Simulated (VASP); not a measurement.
# Cu: single point with PBE

Crystal: Cu.

```xyz
2
Lattice="-1.4733 1.4733 1.3820 1.4733 -1.4733 1.3820 2.9465 2.9465 0.0000" Properties=species:S:1:pos:R:3 pbc="T T T"
Cu   -0.3111    0.3111   -0.1610
Cu    1.7844    1.1621    1.5430
```

```json
{
 "Program": "VASP 6.6.1",
 "Task": "single point",
 "Functional": "PBE",
 "Potentials or basis": "VASP PAW PBE potentials, release 64 (Cu)",
 "Cutoff": "520 eV",
 "k mesh": "20 × 20 × 12",
 "Occupations": "gaussian, width 0.15 eV",
 "Spin": "no spin polarisation"
}
```

```yaml
Pressure: 3.7 GPa
Largest_force: 0.387 eV/Å
Band_gap_on_the_k_mesh: zero (band 11 reaches 11.22 eV, above the bottom of band 12 at 5.48 eV)
```

Forces in eV/Å, atoms in the order of the input:
```
Cu   0.244 -0.244  0.174
Cu  -0.244  0.244 -0.174
```

Stress tensor (GPa, compression positive):
```
 8.36 -0.23 -2.71
-0.23  8.36  2.71
-2.71  2.71 -5.54
```

Levels at points of the mesh, in eV from the Fermi level:
| k point | band 8 | band 9 | band 10 | band 11 | band 12 | band 13 | band 14 | band 15 |
| --- | --- | --- | --- | --- | --- | --- | --- | --- |
| (0.00, 0.00, 0.00) | -2.27 | -2.21 | -2.03 | -1.46 | -0.86 | 3.85 | 18.86 | 19.51 |
| (0.50, 0.00, 0.00) | -1.82 | -1.82 | -1.66 | 0.07 | 0.83 | 7.91 | 8.24 | 9.65 |
| (0.00, 0.50, 0.00) | -1.81 | -1.70 | -1.47 | -0.87 | 1.71 | 5.95 | 6.60 | 11.20 |
| (0.50, 0.50, 0.00) | -1.92 | -1.54 | -1.43 | 1.14 | 1.97 | 9.69 | 10.05 | 10.32 |
| (0.00, 0.00, 0.50) | -2.51 | -2.10 | -2.10 | -1.92 | -1.92 | 12.59 | 12.59 | 20.61 |
| (0.50, 0.00, 0.50) | -1.79 | -1.58 | -1.58 | -0.18 | -0.18 | 4.42 | 4.42 | 16.94 |
| (0.00, 0.50, 0.50) | -2.29 | -1.71 | -1.71 | 1.05 | 1.05 | 3.40 | 3.40 | 17.63 |
| (0.50, 0.50, 0.50) | -1.56 | -1.45 | -1.45 | 1.09 | 1.09 | 6.30 | 6.30 | 12.44 |

Run time: 8.3 min on 1 thread of Intel(R) Xeon(R) Platinum 8259CL CPU @ 2.50GHz (Skylake/Cascade Lake), with other jobs on the host, peak memory 0.56 GiB.
